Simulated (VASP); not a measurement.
# AlN (I4mm) in VASP: a series of runs

AlN is run at these levels: PBEsol; tasks: single point.

Program: VASP 6.6.1. These are calculated values, not measurements. Logs are shortened: lines on timing, memory, paths and dates and some standing lists are left out, and cuts for length are marked.

### 1 The cell of the first run

It takes space group I4mm (No. 107, tetragonal). Conventional cell: a = 2.877 Å, b = 2.877 Å, c = 4.069 Å, α = 90.00°, β = 90.00°, γ = 90.00°. Al (site symmetry 4mm) has 6 N at 1.93 to 2.13 Å within 2.6 Å. N (site symmetry 4mm) has 6 Al at 1.93 to 2.13 Å within 2.6 Å.

### 2 Single point, PBEsol

The input, INCAR:

```
PREC = Accurate ; ENCUT = 520
EDIFF = 1E-6 ; ISMEAR = 0
SIGMA = 0.05 ; LREAL = False
LASPH = True ; NELM = 100
ALGO = Normal ; ISIF = 2
LWAVE = False ; LCHARG = False
GGA = PS ; NBANDS = 11
```

The input, KPOINTS:

```
Automatic mesh
0
Gamma
  10 10 10
```

The input, POSCAR:

```
AlN
1.0
    0.0000000000      2.0345180000      2.0345180000
    2.0345180000      0.0000000000      2.0345180000
    2.0345180000      2.0345180000      0.0000000000
Al N
1 1
Direct
    0.5245758455      0.5245758455      0.4754241545
    0.0000000000      0.0000000000      0.0000000000
```

Potentials or basis: VASP PAW PBE potentials, release 64 (Al, N).

The run is started by

```
> cat potpaw_PBE.64/Al/POTCAR potpaw_PBE.64/N/POTCAR > POTCAR
> mpirun -np 1 vasp_std > vasp.out
```

OUTCAR:

```text
PREC = Accurate
   ENCUT = 520
   EDIFF = 1E-6
   ISMEAR = 0
   LREAL = False
   LASPH = True
   NELM = 100
   ISIF = 2
   GGA = PS

 ion  position               nearest neighbor table
   1  0.525  0.525  0.475-   2 1.93   2 2.04   2 2.04   2 2.04   2 2.04   2 2.13
   2  0.000  0.000  0.000-   1 1.93   1 2.04   1 2.04   1 2.04   1 2.04   1 2.13

  LATTYP: Found a face centered cubic cell.
 ALAT       =     4.0690360000

  Lattice vectors:

 A1 = (   0.0000000000,   2.0345180000,   2.0345180000)
 A2 = (   2.0345180000,   0.0000000000,   2.0345180000)
 A3 = (   2.0345180000,   2.0345180000,   0.0000000000)

Analysis of symmetry for initial positions (statically):
=====================================================================
 Subroutine PRICEL returns:
 Original cell was already a primitive cell.

 Routine SETGRP: Setting up the symmetry group for a
 face centered cubic supercell.

 Subroutine GETGRP returns: Found  8 space group operations
 (whereof  8 operations were pure point group operations)
 out of a pool of 48 trial point group operations.

The static configuration has the point symmetry C_4v.

Analysis of symmetry for dynamics (positions and initial velocities):
=====================================================================
 Subroutine PRICEL returns:
 Original cell was already a primitive cell.

 Routine SETGRP: Setting up the symmetry group for a
 face centered cubic supercell.

 Subroutine GETGRP returns: Found  8 space group operations
 (whereof  8 operations were pure point group operations)
 out of a pool of 48 trial point group operations.

The dynamic configuration has the point symmetry C_4v.

 Subroutine INISYM returns: Found  8 space group operations
 (whereof  8 operations are pure point group operations),
 and found     1 'primitive' translations

----------------------------------------------------------------------------------------

                                     Primitive cell

  volume of cell :      16.8428

  direct lattice vectors                    reciprocal lattice vectors
     0.000000000  2.034518000  2.034518000    -0.245758455  0.245758455  0.245758455
     2.034518000  0.000000000  2.034518000     0.245758455 -0.245758455  0.245758455
     2.034518000  2.034518000  0.000000000     0.245758455  0.245758455 -0.245758455

  length of vectors
     2.877242948  2.877242948  2.877242948     0.425666130  0.425666130  0.425666130

  position of ions in fractional coordinates (direct lattice)
     0.524575846  0.524575846  0.475424154
     0.000000000  0.000000000  0.000000000

  ion indices of the primitive-cell ions
   primitive index   ion index
                 1           1
                 2           2

----------------------------------------------------------------------------------------

 KPOINTS: Automatic mesh

Automatic generation of k-mesh.
 Grid dimensions read from file:
 generate k-points for:   10   10   10

 Generating k-lattice:

  Cartesian coordinates                     Fractional coordinates (reciprocal lattice)
    -0.024575845  0.024575845  0.024575845     0.100000000  0.000000000  0.000000000
     0.024575845 -0.024575845  0.024575845     0.000000000  0.100000000  0.000000000
     0.024575845  0.024575845 -0.024575845     0.000000000  0.000000000  0.100000000

  Length of vectors
     0.042566613  0.042566613  0.042566613

  Shift w.r.t. Gamma in fractional coordinates (k-lattice)
     0.000000000  0.000000000  0.000000000

 Subroutine IBZKPT returns following result:
 ===========================================

 Found    102 irreducible k-points:

 Following reciprocal coordinates:
            Coordinates               Weight
  0.000000  0.000000  0.000000      1.000000
  0.100000  0.000000  0.000000      8.000000
  0.200000  0.000000  0.000000      8.000000
  0.300000  0.000000  0.000000      8.000000
  0.400000  0.000000  0.000000      8.000000
  0.500000  0.000000  0.000000      4.000000
[... 16 lines left out ...]
 -0.100000  0.100000  0.000000      4.000000
  0.000000 -0.100000  0.100000      8.000000
 [... further k-points ...]
   k-points           NKPTS =    102   k-points in BZ     NKDIM =    102   number of bands    NBANDS=     11
   number of dos      NEDOS =    301   number of ions     NIONS =      2
   total plane-waves  NPLWV =  13824
   dimension x,y,z NGX =    24 NGY =   24 NGZ =   24
   dimension x,y,z NGXF=    48 NGYF=   48 NGZF=   48
   ions per type =               1   1
   NGX,Y,Z   is equivalent  to a cutoff of  13.87, 13.87, 13.87 a.u.
   NGXF,Y,Z  is equivalent  to a cutoff of  27.73, 27.73, 27.73 a.u.
 SYSTEM =  unknown system
   PREC   = accura    normal or accurate (medium, high low for compatibility)
   ISTART =      0    job   : 0-new  1-cont  2-samecut
   ICHARG =      2    charge: 1-file 2-atom 10-const
   ISPIN  =      1    spin polarized calculation?
   LNONCOLLINEAR =      F non collinear calculations
   LSORBIT =      F    spin-orbit coupling
   LASPH  =      T    aspherical Exc in radial PAW
   ENCUT  =  520.0 eV  38.22 Ry    6.18 a.u.   5.35  5.35  5.35*2*pi/ulx,y,z
   NELM   =    100;   NELMIN=  2; NELMDL= -5     # of ELM steps
   EDIFF  = 0.1E-05   stopping-criterion for ELM
   LREAL  =      F    real-space projection
   EDIFFG = 0.1E-04   stopping-criterion for IOM
   NSW    =      0    number of steps for IOM
   IBRION =     -1    ionic relax: 0-MD 1-quasi-New 2-CG
   NFREE  =      0    steps in history (QN), initial steepest desc. (CG)
   ISIF   =      2    stress and relaxation
   ISYM   =      2    0-nonsym 1-usesym 2-fastsym
   POTIM  = 0.5000    time-step for ionic-motion
   TEBEG  =    0.0;   TEEND  =   0.0 temperature during run
   PSTRESS=    0.0 pullay stress
   NELECT =       8.0000    total number of electrons
   NUPDOWN=      -1.0000    fix difference up-down
   EMIN   =  10.00;   EMAX   =-10.00  energy-range for DOS
   EFERMI =   0.00;   METHOD = LEGACY
   ISMEAR =     0;   SIGMA  =   0.05  broadening in eV -4-tet -1-fermi 0-gaus
   EFERMI_NEDOS =   21; number of points for ismear=-14 and -15
   IALGO  =     38    algorithm
   IMIX   =      4    mixing-type and parameters
     AMIX     =   0.40;   BMIX     =  1.00
     AMIX_MAG =   1.60;   BMIX_MAG =  1.00
  volume/ion in A,a.u.               =       8.42        56.83
  Fermi-wavevector in a.u.,A,eV,Ry     =   1.277321  2.413786 22.198561  1.631548
  Thomas-Fermi vector in A             =   2.409927
   LORBIT       =      0    0 simple, 1 ext, 2 COOP (PROOUT), +10 PAW based schemes
   GGA     = PS    functional components
   LHFCALC =     F    Hartree Fock is set to
   AEXX    =    0.0000 exact exchange contribution
   IVDW    =     0    specifies the selected vdW correction
   LEPSILON=     F    determine dielectric tensor
   LRPA    =     F    only Hartree local field effects (RPA)
 non-spin polarized calculation
 Gauss-broadening in eV      SIGMA  =   0.05
  energy-cutoff  :      520.00
  volume of cell :       16.84
 maximum number of plane-waves:       469
 NGX is ok and might be reduce to    24
   NGX = 11   NGY = 11   NGZ = 11

 number of electron       7.9999999 magnetization

 Free energy of the ion-electron system (eV)
  ---------------------------------------------------
  ext. energy  EPLUGINS =         0.00000000
  ---------------------------------------------------
  free energy    TOTEN  =       -15.41002041 eV

  energy without entropy =      -15.41002041  energy(sigma->0) =      -15.41002041

 E-fermi :   9.8650     XC(G=0): -12.3587

 val. band max:        9.6304077062   @ k =   0.0000   0.0000   0.0000
 cond. band min:      13.9756425309   @ k =   0.0000   0.5000   0.5000
 fundamental gap:      4.3452348247
 Fermi energy:         9.8650407565

 k-point     1 :       0.0000    0.0000    0.0000
  band No.  band energies     occupation
      1      -7.7424      2.00000
      2       9.5872      2.00000
      3       9.6304      2.00000
      4       9.6304      2.00000
      5      15.0093      0.00000
      6      21.6262      0.00000
      7      21.6324      0.00000
      8      21.6324      0.00000
      9      26.6034      0.00000
     10      27.1706      0.00000
     11      27.1990      0.00000

 k-point     2 :       0.1000    0.0000    0.0000
  band No.  band energies     occupation
      1      -7.5400      2.00000
      2       8.5888      2.00000
      3       9.4950      2.00000
      4       9.5118      2.00000
      5      15.6427      0.00000
      6      20.6837      0.00000
      7      21.9217      0.00000
      8      21.9399      0.00000
      9      25.5657      0.00000
     10      25.6248      0.00000
     11      27.5236      0.00000

 k-point     3 :       0.2000    0.0000    0.0000
  band No.  band energies     occupation
      1      -6.9510      2.00000
      2       6.4688      2.00000
      3       9.2065      2.00000
      4       9.2240      2.00000
      5      16.3111      0.00000
      6      20.1354      0.00000
      7      22.0616      0.00000
      8      22.0748      0.00000
      9      25.0009      0.00000
     10      25.0760      0.00000
     11      26.8737      0.00000

 k-point     4 :       0.3000    0.0000    0.0000
  band No.  band energies     occupation
      1      -6.0483      2.00000
      2       4.1701      2.00000
      3       8.8870      2.00000
      4       8.9049      2.00000
      5      16.0760      0.00000
      6      20.8429      0.00000
      7      21.3035      0.00000
      8      21.5242      0.00000
      9      25.9539      0.00000
     10      26.4877      0.00000
     11      26.6366      0.00000
[... 239 lines left out ...]
 k-point    22 :       0.0000   -0.2000    0.1000
  band No.  band energies     occupation
      1      -6.5132      2.00000
      2       5.6663      2.00000
      3       8.1872      2.00000
      4       9.2382      2.00000
      5      16.9536      0.00000
      6      19.7548      0.00000
      7      21.2683      0.00000
      8      22.1819      0.00000
      9      23.9969      0.00000
     10      26.8945      0.00000
     11      28.0354      0.00000

 k-point    23 :      -0.1000    0.1000    0.0000
  band No.  band energies     occupation
      1      -7.2088      2.00000
      2       7.5567      2.00000
      3       8.8256      2.00000
      4       9.5039      2.00000
      5      16.4105      0.00000
      6      19.8106      0.00000
      7      22.1561      0.00000
      8      22.3353      0.00000
      9      23.6798      0.00000
     10      25.9297      0.00000
     11      28.4248      0.00000

 k-point    24 :       0.0000   -0.1000    0.1000
  band No.  band energies     occupation
      1      -7.2088      2.00000
      2       7.5617      2.00000
      3       8.8334      2.00000
      4       9.4892      2.00000
      5      16.3905      0.00000
      6      19.8361      0.00000
      7      22.0977      0.00000
      8      22.3613      0.00000
      9      23.7925      0.00000
     10      25.9171      0.00000
     11      28.3079      0.00000

 [... further k-points ...]
[... 5 lines left out ...]
  --------------------------------------------------------------------------------------
  -------------------------------------------------------------------------------------
  Total       -0.5160972     -0.5160972      0.0904853      0.0000000     -0.0000000     -0.0000000
  in kB      -49.0938958    -49.0938958      8.6074402      0.0000000     -0.0000000     -0.0000000
  external PRESSURE =     -29.8601171 kB  Pullay stress =       0.0000000 kB

 VOLUME and BASIS-vectors are now :
 -----------------------------------------------------------------------------
  energy-cutoff  :      520.00
  volume of cell :       16.84
      direct lattice vectors                 reciprocal lattice vectors
     0.000000000  2.034518000  2.034518000    -0.245758455  0.245758455  0.245758455
     2.034518000  0.000000000  2.034518000     0.245758455 -0.245758455  0.245758455
     2.034518000  2.034518000  0.000000000     0.245758455  0.245758455 -0.245758455

 POSITION                                       TOTAL-FORCE (eV/Angst)
 -----------------------------------------------------------------------------------
      2.03452      2.03452      2.13452         0.000000      0.000000     -0.724875
      0.00000      0.00000      0.00000         0.000000      0.000000      0.724875
 -----------------------------------------------------------------------------------
    total drift:                                0.000000      0.000000      0.000216

  FREE ENERGIE OF THE ION-ELECTRON SYSTEM (eV)
  ---------------------------------------------------
  free  energy   TOTEN  =       -15.4100204074 eV

  energy  without entropy=      -15.4100204074  energy(sigma->0) =      -15.41002041
```

Run time: 18 s. Hardware: 1 thread of Intel Xeon Platinum 8175M at 2.50GHz (Skylake/Cascade Lake), shared host; peak memory 0.14 GiB.

What came out:

| Property | Result |
| --- | --- |
| Free energy | -15.4100 eV |
| Pressure | -3.0 GPa |
| Largest force | 0.725 eV/Å |
| Band gap on the k mesh | 4.35 eV, indirect (least direct gap 5.38 eV) |

Forces in eV/Å, atoms in the order of the input:
```
Al   0.000  0.000 -0.725
N    0.000  0.000  0.725
```

Stress tensor (GPa, compression positive):
```
-4.91  0.00  0.00
 0.00 -4.91  0.00
 0.00  0.00  0.86
```

Caveat: the cell differs from its parent crystal (all Al atoms moved -0.100 Å, as atom 1 towards its neighbour atom 2 (N) at 2.035 Å); the PAW data sets were made with another functional, which shifts forces and pressure a little. A k mesh can miss the band edges.

[end of part 1 of 3]
